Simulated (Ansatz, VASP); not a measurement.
Two plane-wave programs on TiB6

```xyz
7
Lattice="5.3919 0.0000 0.0000 -2.6960 4.6696 0.0000 0.0000 0.0000 2.5242" Properties=species:S:1:pos:R:3 pbc="T T T"
Ti    0.0000    0.0000    1.2621
B     0.9362    1.6216    0.0000
B    -1.7597    3.0480    0.0000
B     3.5195    0.0000    0.0000
B    -0.9362    1.6216    0.0000
B     1.7597    3.0480    0.0000
B     1.8724    0.0000    0.0000
```

Alike in both runs: functional PBE; dispersion D3(BJ); k mesh 9 × 9 × 14; occupations gaussian, width 0.1 eV; no spin polarisation.

Ansatz relaxed the structure, and its values are those at the end. VASP's run is a single point on that final structure, the one shown.

```csv
,VASP,Ansatz
version,VASP 6.6.1,Ansatz 0.2.0
potentials or method,"VASP PAW PBE potentials, release 64 (Ti_sv, B), cutoff 520 eV","scalar-relativistic, plane waves, PAW"
valence electrons in the cell,30,30
```

Ansatz gave:

```
gap on the k mesh at the Fermi level (eV) : none
pressure (GPa)                            : 0.0
rms of the force components (eV/Å)        : 0.002
```

Which values does VASP return?

gap on the k mesh at the Fermi level (eV): none; pressure (GPa): -0.1; rms of the force components (eV/Å): 0.004.

A gap of «none» marks a metal or a gap that the smearing closes.
